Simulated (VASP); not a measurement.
# HgTe (I-4m2) in VASP: a series of runs

HgTe is run at these levels: r2SCAN; tasks: single point.

All numbers are computed with VASP 6.6.1; they aren't measurements. Logs are shortened: lines on timing, memory, paths and dates and some standing lists are left out, and cuts for length are marked.

## Step 1: The cell of the first run

It takes space group I-4m2 (No. 119, tetragonal). Conventional cell: a = 6.009 Å, b = 6.009 Å, c = 3.077 Å, α = 90.00°, β = 90.00°, γ = 90.00°. Within 4.0 Å of Hg (site symmetry -4m2) lie 2 Hg at 3.08 Å and 8 Te at 3.10 to 3.79 Å. Te (site symmetry -4m2) has 2 Te at 3.08 Å and 8 Hg at 3.10 to 3.79 Å within 4.0 Å.

## Step 2: Single point, r2SCAN

Input file POSCAR:

```
HgTe
1.0
   -3.0044411569      3.0044411569      1.5383343083
    3.0044411569     -3.0044411569      1.5383343083
    3.0044411569      3.0044411569     -1.5383343083
Hg Te
1 1
Direct
    0.7500000000      0.2500000000      0.5000000000
    0.0000000000      0.0000000000      0.0000000000
```

Input file INCAR.step1:

```
PREC     = Accurate       # precision mode
ENCUT    = 520            # plane-wave cutoff, eV
ISMEAR   = -1             # smearing method
SIGMA    = 0.05           # smearing width, eV
LREAL    = False          # projectors in reciprocal space
LASPH    = True           # aspherical terms in the spheres
NELM     = 100            # most SCF steps
NBANDS   = 16             # bands
GGA      = PE             # functional
ALGO     = Normal         # electronic algorithm
EDIFF    = 1E-4           # SCF threshold, eV
LWAVE    = True           # write WAVECAR
LCHARG   = False          # write CHGCAR
```

Input file INCAR.step2:

```
PREC     = Accurate       # precision mode
ENCUT    = 520            # plane-wave cutoff, eV
EDIFF    = 1E-6           # SCF threshold, eV
ISMEAR   = -1             # smearing method
SIGMA    = 0.05           # smearing width, eV
LREAL    = False          # projectors in reciprocal space
LASPH    = True           # aspherical terms in the spheres
NELM     = 100            # most SCF steps
ALGO     = Normal         # electronic algorithm
ISIF     = 2              # what is computed and relaxed
LWAVE    = False          # write WAVECAR
LCHARG   = False          # write CHGCAR
METAGGA  = R2SCAN         # meta-GGA
LMIXTAU  = True         
NBANDS   = 16             # bands
ISTART   = 1
```

Input file KPOINTS:

```
Automatic mesh
0
Gamma
  10 10 10
```

Potentials or basis: VASP PAW PBE potentials, release 64 (Hg, Te).

Launch:

```sh
cat potpaw_PBE.64/Hg/POTCAR potpaw_PBE.64/Te/POTCAR > POTCAR
cp INCAR.step1 INCAR
mpirun -np 1 vasp_std > vasp.out
cp INCAR.step2 INCAR
mpirun -np 1 vasp_std > vasp.out
```

OUTCAR:

```text
PREC = Accurate
   ENCUT = 520
   EDIFF = 1E-6
   ISMEAR = -1
   LREAL = False
   LASPH = True
   NELM = 100
   ISIF = 2
   METAGGA = R2SCAN
   ISTART = 1

 ion  position               nearest neighbor table
   1  0.750  0.250  0.500-   2 3.10   2 3.10   2 3.10   2 3.10
   2  0.000  0.000  0.000-   1 3.10   1 3.10   1 3.10   1 3.10

  LATTYP: Found a body centered tetragonal cell.
 ALAT       =     6.0088823138
 C/A-ratio  =     0.5120201155

  Lattice vectors:

 A1 = (  -3.0044411569,   3.0044411569,   1.5383343083)
 A2 = (   3.0044411569,  -3.0044411569,   1.5383343083)
 A3 = (   3.0044411569,   3.0044411569,  -1.5383343083)

Analysis of symmetry for initial positions (statically):
=====================================================================
 Subroutine PRICEL returns:
 Original cell was already a primitive cell.

 Routine SETGRP: Setting up the symmetry group for a
 body centered tetragonal supercell.

 Subroutine GETGRP returns: Found  8 space group operations
 (whereof  8 operations were pure point group operations)
 out of a pool of 16 trial point group operations.

The static configuration has the point symmetry D_2d.

Analysis of symmetry for dynamics (positions and initial velocities):
=====================================================================
 Subroutine PRICEL returns:
 Original cell was already a primitive cell.

 Routine SETGRP: Setting up the symmetry group for a
 body centered tetragonal supercell.

 Subroutine GETGRP returns: Found  8 space group operations
 (whereof  8 operations were pure point group operations)
 out of a pool of 16 trial point group operations.

The dynamic configuration has the point symmetry D_2d.

 Subroutine INISYM returns: Found  8 space group operations
 (whereof  8 operations are pure point group operations),
 and found     1 'primitive' translations

----------------------------------------------------------------------------------------

                                     Primitive cell

  volume of cell :      55.5441

  direct lattice vectors                    reciprocal lattice vectors
    -3.004441157  3.004441157  1.538334308     0.000000000  0.166420300  0.325026880
     3.004441157 -3.004441157  1.538334308     0.166420300  0.000000000  0.325026880
     3.004441157  3.004441157 -1.538334308     0.166420300  0.166420300  0.000000000

  length of vectors
     4.518827920  4.518827920  4.518827920     0.365155020  0.365155020  0.235353846

  position of ions in fractional coordinates (direct lattice)
     0.750000000  0.250000000  0.500000000
     0.000000000  0.000000000  0.000000000

  ion indices of the primitive-cell ions
   primitive index   ion index
                 1           1
                 2           2

----------------------------------------------------------------------------------------

 KPOINTS: Automatic mesh

Automatic generation of k-mesh.
 Grid dimensions read from file:
 generate k-points for:   10   10   10

 Generating k-lattice:

  Cartesian coordinates                     Fractional coordinates (reciprocal lattice)
     0.000000000  0.016642030  0.032502688     0.100000000  0.000000000  0.000000000
     0.016642030  0.000000000  0.032502688     0.000000000  0.100000000  0.000000000
     0.016642030  0.016642030  0.000000000     0.000000000  0.000000000  0.100000000

  Length of vectors
     0.036515502  0.036515502  0.023535385

  Shift w.r.t. Gamma in fractional coordinates (k-lattice)
     0.000000000  0.000000000  0.000000000

 Subroutine IBZKPT returns following result:
 ===========================================

 Found    102 irreducible k-points:

 Following reciprocal coordinates:
            Coordinates               Weight
  0.000000  0.000000  0.000000      1.000000
  0.100000  0.000000 -0.000000      8.000000
  0.200000  0.000000 -0.000000      8.000000
  0.300000  0.000000  0.000000      8.000000
  0.400000  0.000000 -0.000000      8.000000
  0.500000  0.000000 -0.000000      4.000000
[... 16 lines left out ...]
  0.300000  0.300000  0.000000      8.000000
  0.400000  0.300000  0.000000     16.000000
 [... further k-points ...]
   k-points           NKPTS =    102   k-points in BZ     NKDIM =    102   number of bands    NBANDS=     16
   number of dos      NEDOS =    301   number of ions     NIONS =      2
   total plane-waves  NPLWV =  46656
   dimension x,y,z NGX =    36 NGY =   36 NGZ =   36
   dimension x,y,z NGXF=    72 NGYF=   72 NGZF=   72
   ions per type =               1   1
   NGX,Y,Z   is equivalent  to a cutoff of  13.24, 13.24, 13.24 a.u.
   NGXF,Y,Z  is equivalent  to a cutoff of  26.49, 26.49, 26.49 a.u.
 SYSTEM =  unknown system
   PREC   = accura    normal or accurate (medium, high low for compatibility)
   ISTART =      1    job   : 0-new  1-cont  2-samecut
   ICHARG =      0    charge: 1-file 2-atom 10-const
   ISPIN  =      1    spin polarized calculation?
   LNONCOLLINEAR =      F non collinear calculations
   LSORBIT =      F    spin-orbit coupling
   LASPH  =      T    aspherical Exc in radial PAW
   ENCUT  =  520.0 eV  38.22 Ry    6.18 a.u.   8.40  8.40  8.40*2*pi/ulx,y,z
   NELM   =    100;   NELMIN=  2; NELMDL=  0     # of ELM steps
   EDIFF  = 0.1E-05   stopping-criterion for ELM
   LREAL  =      F    real-space projection
   EDIFFG = 0.1E-04   stopping-criterion for IOM
   NSW    =      0    number of steps for IOM
   IBRION =     -1    ionic relax: 0-MD 1-quasi-New 2-CG
   NFREE  =      0    steps in history (QN), initial steepest desc. (CG)
   ISIF   =      2    stress and relaxation
   ISYM   =      2    0-nonsym 1-usesym 2-fastsym
   POTIM  = 0.5000    time-step for ionic-motion
   TEBEG  =    0.0;   TEEND  =   0.0 temperature during run
   PSTRESS=    0.0 pullay stress
   NELECT =      18.0000    total number of electrons
   NUPDOWN=      -1.0000    fix difference up-down
   EMIN   =  10.00;   EMAX   =-10.00  energy-range for DOS
   EFERMI =   0.00;   METHOD = LEGACY
   ISMEAR =    -1;   SIGMA  =   0.05  broadening in eV -4-tet -1-fermi 0-gaus
   EFERMI_NEDOS =   21; number of points for ismear=-14 and -15
   IALGO  =     38    algorithm
   IMIX   =      4    mixing-type and parameters
     AMIX     =   0.40;   BMIX     =  1.00
     AMIX_MAG =   1.60;   BMIX_MAG =  1.00
  volume/ion in A,a.u.               =      27.77       187.42
  Fermi-wavevector in a.u.,A,eV,Ry     =   1.124483  2.124965 17.204055  1.264462
  Thomas-Fermi vector in A             =   2.261155
   LORBIT       =      0    0 simple, 1 ext, 2 COOP (PROOUT), +10 PAW based schemes
   METAGGA = R2SCAN    functional components
   LHFCALC =     F    Hartree Fock is set to
   AEXX    =    0.0000 exact exchange contribution
   IVDW    =     0    specifies the selected vdW correction
   LEPSILON=     F    determine dielectric tensor
   LRPA    =     F    only Hartree local field effects (RPA)
 non-spin polarized calculation
  energy-cutoff  :      520.00
  volume of cell :       55.54
 maximum number of plane-waves:      1525
 NGX is ok and might be reduce to    36
   NGX = 17   NGY = 17   NGZ = 17

 number of electron      17.9999999 magnetization

 Free energy of the ion-electron system (eV)
  ---------------------------------------------------
  ext. energy  EPLUGINS =         0.00000000
  ---------------------------------------------------
  free energy    TOTEN  =       -74.71164400 eV

  energy without entropy =      -74.70165211  energy(sigma->0) =      -74.70664806

 E-fermi :   4.7820     XC(G=0): -10.5587

 val. band max:        4.7525079653   @ k =   0.2000   0.1000  -0.0000
 cond. band min:       4.7824541166   @ k =  -0.4000   0.5000   0.1000
 fundamental gap:      0.0299461512
 Fermi energy:         4.7820370466

 k-point     1 :       0.0000    0.0000    0.0000
  band No.  band energies     occupation
      1      -8.4621      2.00000
      2      -3.2695      2.00000
      3      -2.4797      2.00000
      4      -2.4037      2.00000
      5      -1.9473      2.00000
      6      -1.9473      2.00000
[... 8 lines left out ...]
     15      15.3971      0.00000
     16      16.9971      0.00000

 k-point     2 :       0.1000    0.0000   -0.0000
  band No.  band energies     occupation
      1      -8.2853      2.00000
      2      -3.1068      2.00000
      3      -2.4578      2.00000
      4      -2.4189      2.00000
      5      -2.0381      2.00000
      6      -2.0351      2.00000
[... 8 lines left out ...]
     15      15.7250      0.00000
     16      15.8827      0.00000

 k-point     3 :       0.2000    0.0000   -0.0000
  band No.  band energies     occupation
      1      -7.7714      2.00000
      2      -2.6762      2.00000
      3      -2.4561      2.00000
      4      -2.4167      2.00000
      5      -2.2413      2.00000
      6      -2.2289      2.00000
[... 8 lines left out ...]
     15      14.6167      0.00000
     16      14.7888      0.00000

 k-point     4 :       0.3000    0.0000    0.0000
  band No.  band energies     occupation
      1      -6.9849      2.00000
      2      -2.5602      2.00000
      3      -2.5366      2.00000
      4      -2.3927      2.00000
      5      -2.2687      2.00000
      6      -2.1403      2.00000
[... 8 lines left out ...]
     15      13.5354      0.00000
     16      15.6505      0.00000

 k-point     5 :       0.4000    0.0000   -0.0000
  band No.  band energies     occupation
      1      -6.1122      2.00000
      2      -2.7444      2.00000
      3      -2.6184      2.00000
      4      -2.4185      2.00000
      5      -2.2032      2.00000
      6      -1.8588      2.00000
[... 8 lines left out ...]
     15      13.5710      0.00000
     16      16.9857      0.00000

 k-point     6 :       0.5000    0.0000   -0.0000
  band No.  band energies     occupation
      1      -5.6604      2.00000
      2      -2.8138      2.00000
      3      -2.6498      2.00000
      4      -2.3537      2.00000
      5      -2.1752      2.00000
      6      -1.9224      2.00000
[... 8 lines left out ...]
     15      15.2640      0.00000
     16      15.7302      0.00000
[... 267 lines left out ...]
 k-point    21 :      -0.3000    0.2000   -0.0000
  band No.  band energies     occupation
      1      -8.0358      2.00000
      2      -3.1175      2.00000
      3      -2.5991      2.00000
      4      -2.4776      2.00000
      5      -2.0316      2.00000
      6      -1.9939      2.00000
[... 8 lines left out ...]
     15      15.9245      0.00000
     16      16.6545      0.00000

 k-point    22 :      -0.2000    0.2000    0.0000
  band No.  band energies     occupation
      1      -8.2818      2.00000
      2      -3.2782      2.00000
      3      -2.5465      2.00000
      4      -2.4852      2.00000
      5      -1.9494      2.00000
      6      -1.9222      2.00000
[... 8 lines left out ...]
     15      16.8762      0.00000
     16      17.7887      0.00000

 k-point    23 :       0.3000    0.3000    0.0000
  band No.  band energies     occupation
      1      -5.9325      2.00000
      2      -2.7956      2.00000
      3      -2.6346      2.00000
      4      -2.2168      2.00000
      5      -2.1898      2.00000
      6      -1.9807      2.00000
[... 8 lines left out ...]
     15      14.6939      0.00000
     16      15.6665      0.00000

 k-point    24 :       0.4000    0.3000    0.0000
  band No.  band energies     occupation
      1      -6.6486      2.00000
      2      -2.6239      2.00000
      3      -2.5494      2.00000
      4      -2.3164      2.00000
      5      -2.2197      2.00000
      6      -2.2052      2.00000
[... 8 lines left out ...]
     15      15.3649      0.00000
     16      16.5224      0.00000

 [... further k-points ...]
[... 5 lines left out ...]
  --------------------------------------------------------------------------------------
  -------------------------------------------------------------------------------------
  Total       -0.3101089     -0.3101089      1.6014195      0.0000000      0.0000000      0.0000000
  in kB       -8.9451308     -8.9451308     46.1931486      0.0000000      0.0000000      0.0000000
  external PRESSURE =       9.4342956 kB  Pullay stress =       0.0000000 kB

 VOLUME and BASIS-vectors are now :
 -----------------------------------------------------------------------------
  energy-cutoff  :      520.00
  volume of cell :       55.54
      direct lattice vectors                 reciprocal lattice vectors
    -3.004441157  3.004441157  1.538334308     0.000000000  0.166420300  0.325026880
     3.004441157 -3.004441157  1.538334308     0.166420300  0.000000000  0.325026880
     3.004441157  3.004441157 -1.538334308     0.166420300  0.166420300  0.000000000

 POSITION                                       TOTAL-FORCE (eV/Angst)
 -----------------------------------------------------------------------------------
      0.00000      3.00444      0.76917        -0.000000      0.000000      0.000000
      0.00000      0.00000      0.00000         0.000000     -0.000000     -0.000000
 -----------------------------------------------------------------------------------
    total drift:                               -0.000000      0.000000     -0.000000

  FREE ENERGIE OF THE ION-ELECTRON SYSTEM (eV)
  ---------------------------------------------------
  free  energy   TOTEN  =       -74.7116439994 eV

  energy  without entropy=      -74.7016521113  energy(sigma->0) =      -74.70664806
```

Run time: 6.2 min. Hardware: 1 thread of Intel Xeon 8259CL, shared host; peak memory 0.28 GiB.

Results:

```
Free energy            : -74.7116 eV
Pressure               : 0.9 GPa
Band gap on the k mesh : zero (bands 9 and 10 overlap by 3.73 eV)
```

Stress tensor (GPa, compression positive):
```
-0.89  0.00  0.00
 0.00 -0.89  0.00
 0.00  0.00  4.62
```

Caveat: the PAW data sets were made with another functional, which shifts forces and pressure a little; spin-orbit coupling is left out, which moves the levels of the heavy elements.

(Part 1 of 2 ends here.)
